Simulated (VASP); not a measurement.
# NaCl (Pm-3m) in VASP: settings compared

The runs below take NaCl through single point, with PBE, PBEsol, r2SCAN.

Everything below comes from runs of VASP 6.6.1. Logs are shortened: lines on timing, memory, paths and dates and some standing lists are left out, and cuts for length are marked.

### Step 1. The cell of the first run

The structure is cubic, space group Pm-3m (No. 221). The conventional cell has a = 3.604 Å, b = 3.604 Å, c = 3.604 Å, α = 90.00°, β = 90.00°, γ = 90.00°. Na (site symmetry m-3m) has 8 Cl at 3.12 Å and 6 Na at 3.60 Å within 4.1 Å. Cl (site symmetry m-3m) has 8 Na at 3.12 Å and 6 Cl at 3.60 Å within 4.1 Å.

### Step 2. Single point, PBE

Contents of INCAR:

```
SYSTEM = NaCl
PREC = Accurate ; ENCUT = 500
EDIFF = 1E-6 ; ISMEAR = 0
SIGMA = 0.1 ; LREAL = .False.
LASPH = .True. ; NELM = 120
ALGO = Normal ; ISIF = 2
LWAVE = .False. ; LCHARG = .False.
GGA = PE ; NBANDS = 14
GGA_COMPAT = .False.
```

Contents of KPOINTS:

```
regular mesh
0
Gamma
  4 4 4
  0 0 0
```

Contents of POSCAR:

```
NaCl
1.0
    3.6042524550      0.0000000000      0.0000000000
    0.0000000000      3.6042524550      0.0000000000
    0.0000000000      0.0000000000      3.6042524550
Na Cl
1 1
Direct
    0.0000000000      0.0000000000      0.0000000000
    0.5000000000      0.5000000000      0.5000000000
```

Potentials or basis: VASP PAW PBE potentials, release 64 (Na_pv, Cl).

Started as:

```console
$ cat potpaw_PBE.64/Na_pv/POTCAR potpaw_PBE.64/Cl/POTCAR > POTCAR
$ mpirun -np 1 vasp_std > vasp.out
```

OUTCAR:

```text
SYSTEM = NaCl
   PREC = Accurate
   ENCUT = 500
   EDIFF = 1E-6
   ISMEAR = 0
   LREAL = .False.
   LASPH = .True.
   NELM = 120
   ISIF = 2
   GGA = PE

 ion  position               nearest neighbor table
   1  0.000  0.000  0.000-
   2  0.500  0.500  0.500-

  LATTYP: Found a simple cubic cell.
 ALAT       =     3.6042524550

  Lattice vectors:

 A1 = (   3.6042524550,   0.0000000000,   0.0000000000)
 A2 = (   0.0000000000,   3.6042524550,   0.0000000000)
 A3 = (   0.0000000000,   0.0000000000,   3.6042524550)

Analysis of symmetry for initial positions (statically):
=====================================================================
 Subroutine PRICEL returns:
 Original cell was already a primitive cell.

 Routine SETGRP: Setting up the symmetry group for a
 simple cubic supercell.

 Subroutine GETGRP returns: Found 48 space group operations
 (whereof 48 operations were pure point group operations)
 out of a pool of 48 trial point group operations.

The static configuration has the point symmetry O_h .

Analysis of symmetry for dynamics (positions and initial velocities):
=====================================================================
 Subroutine PRICEL returns:
 Original cell was already a primitive cell.

 Routine SETGRP: Setting up the symmetry group for a
 simple cubic supercell.

 Subroutine GETGRP returns: Found 48 space group operations
 (whereof 48 operations were pure point group operations)
 out of a pool of 48 trial point group operations.

The dynamic configuration has the point symmetry O_h .

 Subroutine INISYM returns: Found 48 space group operations
 (whereof 48 operations are pure point group operations),
 and found     1 'primitive' translations

----------------------------------------------------------------------------------------

                                     Primitive cell

  volume of cell :      46.8215

  direct lattice vectors                    reciprocal lattice vectors
     3.604252455  0.000000000  0.000000000     0.277450043  0.000000000  0.000000000
     0.000000000  3.604252455  0.000000000     0.000000000  0.277450043  0.000000000
     0.000000000  0.000000000  3.604252455     0.000000000  0.000000000  0.277450043

  length of vectors
     3.604252455  3.604252455  3.604252455     0.277450043  0.277450043  0.277450043

  position of ions in fractional coordinates (direct lattice)
     0.000000000  0.000000000  0.000000000
     0.500000000  0.500000000  0.500000000

  ion indices of the primitive-cell ions
   primitive index   ion index
                 1           1
                 2           2

----------------------------------------------------------------------------------------

 KPOINTS: regular mesh

Automatic generation of k-mesh.
 Grid dimensions read from file:
 generate k-points for:    4    4    4

 Generating k-lattice:

  Cartesian coordinates                     Fractional coordinates (reciprocal lattice)
     0.069362511  0.000000000  0.000000000     0.250000000  0.000000000  0.000000000
     0.000000000  0.069362511  0.000000000     0.000000000  0.250000000  0.000000000
     0.000000000  0.000000000  0.069362511     0.000000000  0.000000000  0.250000000

  Length of vectors
     0.069362511  0.069362511  0.069362511

  Shift w.r.t. Gamma in fractional coordinates (k-lattice)
     0.000000000  0.000000000  0.000000000

 Subroutine IBZKPT returns following result:
 ===========================================

 Found     10 irreducible k-points:

 Following reciprocal coordinates:
            Coordinates               Weight
  0.000000  0.000000  0.000000      1.000000
  0.250000  0.000000  0.000000      6.000000
  0.500000  0.000000  0.000000      3.000000
  0.250000  0.250000  0.000000     12.000000
  0.500000  0.250000  0.000000     12.000000
  0.500000  0.500000  0.000000      3.000000
  0.250000  0.250000  0.250000      8.000000
  0.500000  0.250000  0.250000     12.000000
  0.500000  0.500000  0.250000      6.000000
  0.500000  0.500000  0.500000      1.000000
   k-points           NKPTS =     10   k-points in BZ     NKDIM =     10   number of bands    NBANDS=     14
   number of dos      NEDOS =    301   number of ions     NIONS =      2
   total plane-waves  NPLWV =  21952
   dimension x,y,z NGX =    28 NGY =   28 NGZ =   28
   dimension x,y,z NGXF=    56 NGYF=   56 NGZF=   56
   ions per type =               1   1
   NGX,Y,Z   is equivalent  to a cutoff of  12.91, 12.91, 12.91 a.u.
   NGXF,Y,Z  is equivalent  to a cutoff of  25.83, 25.83, 25.83 a.u.
 SYSTEM =  NaCl
   PREC   = accura    normal or accurate (medium, high low for compatibility)
   ISTART =      0    job   : 0-new  1-cont  2-samecut
   ICHARG =      2    charge: 1-file 2-atom 10-const
   ISPIN  =      1    spin polarized calculation?
   LNONCOLLINEAR =      F non collinear calculations
   LSORBIT =      F    spin-orbit coupling
   LASPH  =      T    aspherical Exc in radial PAW
   ENCUT  =  500.0 eV  36.75 Ry    6.06 a.u.   6.57  6.57  6.57*2*pi/ulx,y,z
   NELM   =    120;   NELMIN=  2; NELMDL= -5     # of ELM steps
   EDIFF  = 0.1E-05   stopping-criterion for ELM
   LREAL  =      F    real-space projection
   EDIFFG = 0.1E-04   stopping-criterion for IOM
   NSW    =      0    number of steps for IOM
   IBRION =     -1    ionic relax: 0-MD 1-quasi-New 2-CG
   NFREE  =      0    steps in history (QN), initial steepest desc. (CG)
   ISIF   =      2    stress and relaxation
   ISYM   =      2    0-nonsym 1-usesym 2-fastsym
   POTIM  = 0.5000    time-step for ionic-motion
   TEBEG  =    0.0;   TEEND  =   0.0 temperature during run
   PSTRESS=    0.0 pullay stress
   NELECT =      14.0000    total number of electrons
   NUPDOWN=      -1.0000    fix difference up-down
   EMIN   =  10.00;   EMAX   =-10.00  energy-range for DOS
   EFERMI =   0.00;   METHOD = LEGACY
   ISMEAR =     0;   SIGMA  =   0.10  broadening in eV -4-tet -1-fermi 0-gaus
   EFERMI_NEDOS =   21; number of points for ismear=-14 and -15
   IALGO  =     38    algorithm
   IMIX   =      4    mixing-type and parameters
     AMIX     =   0.40;   BMIX     =  1.00
     AMIX_MAG =   1.60;   BMIX_MAG =  1.00
  volume/ion in A,a.u.               =      23.41       157.98
  Fermi-wavevector in a.u.,A,eV,Ry     =   1.094718  2.068717 16.305327  1.198408
  Thomas-Fermi vector in A             =   2.231028
   LORBIT       =      0    0 simple, 1 ext, 2 COOP (PROOUT), +10 PAW based schemes
   GGA     = PE    functional components
   LHFCALC =     F    Hartree Fock is set to
   AEXX    =    0.0000 exact exchange contribution
   IVDW    =     0    specifies the selected vdW correction
   LEPSILON=     F    determine dielectric tensor
   LRPA    =     F    only Hartree local field effects (RPA)
 non-spin polarized calculation
 Gauss-broadening in eV      SIGMA  =   0.10
  energy-cutoff  :      500.00
  volume of cell :       46.82
 maximum number of plane-waves:      1213
 NGX is ok and might be reduce to    28
   NGX = 13   NGY = 13   NGZ = 13

 number of electron      14.0000021 magnetization

 Free energy of the ion-electron system (eV)
  ---------------------------------------------------
  ext. energy  EPLUGINS =         0.00000000
  ---------------------------------------------------
  free energy    TOTEN  =        -6.44040799 eV

  energy without entropy =       -6.44040799  energy(sigma->0) =       -6.44040799

 E-fermi :   0.3776     XC(G=0):  -8.0642

 val. band max:       -0.1282590491   @ k =   0.5000   0.5000   0.0000
 cond. band min:       3.5769632302   @ k =   0.0000   0.0000   0.0000
 fundamental gap:      3.7052222793
 Fermi energy:         0.3775733039

 k-point     1 :       0.0000    0.0000    0.0000
  band No.  band energies     occupation
      1     -22.3234      2.00000
      2     -22.3234      2.00000
      3     -22.3234      2.00000
      4     -13.2304      2.00000
      5      -0.5537      2.00000
      6      -0.5537      2.00000
      7      -0.5537      2.00000
      8       3.5770      0.00000
      9       8.5135      0.00000
     10       8.5135      0.00000
     11      14.7577      0.00000
     12      14.7577      0.00000
     13      14.7577      0.00000
     14      15.4689      0.00000

 k-point     2 :       0.2500    0.0000    0.0000
  band No.  band energies     occupation
      1     -22.3377      2.00000
      2     -22.3221      2.00000
      3     -22.3221      2.00000
      4     -13.0944      2.00000
      5      -1.8045      2.00000
      6      -0.4528      2.00000
      7      -0.4528      2.00000
      8       4.8763      0.00000
      9       8.9842      0.00000
     10       9.1538      0.00000
     11      12.5685      0.00000
     12      12.5685      0.00000
     13      14.3880      0.00000
     14      15.1600      0.00000

 k-point     3 :       0.5000    0.0000    0.0000
  band No.  band energies     occupation
      1     -22.3519      2.00000
      2     -22.3208      2.00000
      3     -22.3208      2.00000
      4     -12.9495      2.00000
      5      -2.7113      2.00000
      6      -0.3467      2.00000
      7      -0.3467      2.00000
      8       6.5224      0.00000
      9       7.8613      0.00000
     10      10.3896      0.00000
     11      11.4816      0.00000
     12      11.4816      0.00000
     13      12.5796      0.00000
     14      16.4632      0.00000
[... 86 lines left out ...]
 k-point     9 :       0.5000    0.5000    0.2500
  band No.  band energies     occupation
      1     -22.3446      2.00000
      2     -22.3446      2.00000
      3     -22.3307      2.00000
      4     -12.6282      2.00000
      5      -1.9266      2.00000
      6      -1.9266      2.00000
      7      -1.0048      2.00000
      8       6.0110      0.00000
      9       8.1814      0.00000
     10       8.1814      0.00000
     11      11.7817      0.00000
     12      13.0160      0.00000
     13      14.1522      0.00000
     14      14.1522      0.00000

 k-point    10 :       0.5000    0.5000    0.5000
  band No.  band energies     occupation
      1     -22.3428      2.00000
      2     -22.3428      2.00000
      3     -22.3428      2.00000
      4     -12.5176      2.00000
      5      -1.7285      2.00000
      6      -1.7285      2.00000
      7      -1.7285      2.00000
      8       6.9676      0.00000
      9       6.9676      0.00000
     10       6.9676      0.00000
     11      10.8314      0.00000
     12      14.9442      0.00000
     13      14.9442      0.00000
     14      14.9442      0.00000

------------------------ aborting loop because EDIFF is reached ----------------------------------------

  FORCE on cell =-STRESS in cart. coord.  units (eV):
  Direction    XX          YY          ZZ          XY          YZ          ZX
  --------------------------------------------------------------------------------------
  -------------------------------------------------------------------------------------
  Total       -0.5092275     -0.5092275     -0.5092275     -0.0000000     -0.0000000      0.0000000
  in kB      -17.4251604    -17.4251604    -17.4251604     -0.0000000     -0.0000000      0.0000000
  external PRESSURE =     -17.4251604 kB  Pullay stress =       0.0000000 kB

 VOLUME and BASIS-vectors are now :
 -----------------------------------------------------------------------------
  energy-cutoff  :      500.00
  volume of cell :       46.82
      direct lattice vectors                 reciprocal lattice vectors
     3.604252455  0.000000000  0.000000000     0.277450043  0.000000000  0.000000000
     0.000000000  3.604252455  0.000000000     0.000000000  0.277450043  0.000000000
     0.000000000  0.000000000  3.604252455     0.000000000  0.000000000  0.277450043

 POSITION                                       TOTAL-FORCE (eV/Angst)
 -----------------------------------------------------------------------------------
      0.00000      0.00000      0.00000         0.000000      0.000000      0.000000
      1.80213      1.80213      1.80213         0.000000      0.000000      0.000000
 -----------------------------------------------------------------------------------
    total drift:                               -0.000000      0.000000      0.000000

  FREE ENERGIE OF THE ION-ELECTRON SYSTEM (eV)
  ---------------------------------------------------
  free  energy   TOTEN  =        -6.4404079871 eV

  energy  without entropy=       -6.4404079871  energy(sigma->0) =       -6.44040799
```

Run time: 3.6 s. Hardware: 1 thread of Intel Xeon Platinum 8488C (Sapphire Rapids), shared host; peak memory 0.14 GiB.

Results:

| Property | Result |
| --- | --- |
| Free energy | -6.4404 eV |
| Pressure | -1.7 GPa |
| Band gap on the k mesh | 3.71 eV (least direct gap 4.13 eV) |

Levels at points of the mesh, in eV from the valence-band top:
```csv
k point,band 4,band 5,band 6,band 7,band 8,band 9,band 10,band 11
"(0.00, 0.00, 0.00)",-13.10,-0.43,-0.43,-0.43,3.71,8.64,8.64,14.89
"(0.50, 0.00, 0.00)",-12.82,-2.58,-0.22,-0.22,6.65,7.99,10.52,11.61
"(0.50, 0.50, 0.00)",-12.61,-1.98,-1.98,0.00,5.52,9.68,10.46,10.46
"(0.50, 0.50, 0.50)",-12.39,-1.60,-1.60,-1.60,7.10,7.10,7.10,10.96
```

Caveat: the k points lie up to 0.44 Å⁻¹ apart. A k mesh can miss the band edges.

### Step 3. Single point, PBE

This run uses another cell than the first one, of 24.70 Å³/atom.

Contents of INCAR:

```
SYSTEM = NaCl
  ALGO = Normal
  EDIFF = 1E-6
  ENCUT = 500
  GGA = PE
  GGA_COMPAT = .FALSE.
  ISIF = 2
  ISMEAR = 0
  LASPH = .TRUE.
  LCHARG = .FALSE.
  LREAL = .FALSE.
  LWAVE = .FALSE.
  NBANDS = 14
  NELM = 120
  PREC = Accurate
  SIGMA = 0.1
```

Contents of KPOINTS:

```
k-points
0
G
  4 4 4
  0 0 0
```

Contents of POSCAR:

```
NaCl
1.0
    3.6692078762      0.0000000000      0.0000000000
    0.0000000000      3.6692078762      0.0000000000
    0.0000000000      0.0000000000      3.6692078762
Na Cl
1 1
Direct
    0.0000000000      0.0000000000      0.0000000000
    0.5000000000      0.5000000000      0.5000000000
```

Potentials or basis: VASP PAW PBE potentials, release 64 (Na_pv, Cl).

Started as:

```console
$ cat potpaw_PBE.64/Na_pv/POTCAR potpaw_PBE.64/Cl/POTCAR > POTCAR
$ mpirun -np 1 vasp_std > vasp.out
```

Run time: 3.5 s. Hardware: 1 thread of Intel Xeon Platinum 8488C (Sapphire Rapids), shared host; peak memory 0.14 GiB.

The run converged. Its results:

| Property | Result |
| --- | --- |
| Free energy | -6.4065 eV |
| Pressure | -2.6 GPa |
| Band gap on the k mesh | 3.56 eV (least direct gap 3.95 eV) |

Levels at points of the mesh, in eV from the valence-band top:
```
           k point  band 3  band 4  band 5  band 6  band 7  band 8  band 9  band 10  band 11  band 12
(0.00, 0.00, 0.00)  -22.28  -12.95   -0.39   -0.39   -0.39    3.56    8.66     8.66    14.41    14.41
(0.50, 0.00, 0.00)  -22.28  -12.71   -2.38   -0.20   -0.20    6.49    7.65    10.51    11.46    11.46
(0.50, 0.50, 0.00)  -22.27  -12.52   -1.82   -1.82    0.00    5.49    9.56    10.13    10.13    12.34
(0.50, 0.50, 0.50)  -22.29  -12.34   -1.46   -1.46   -1.46    7.07    7.07     7.07    10.55    14.60
```

Caveat: the k points lie up to 0.43 Å⁻¹ apart. A k mesh can miss the band edges.

(Continued in part 2 of 2.)
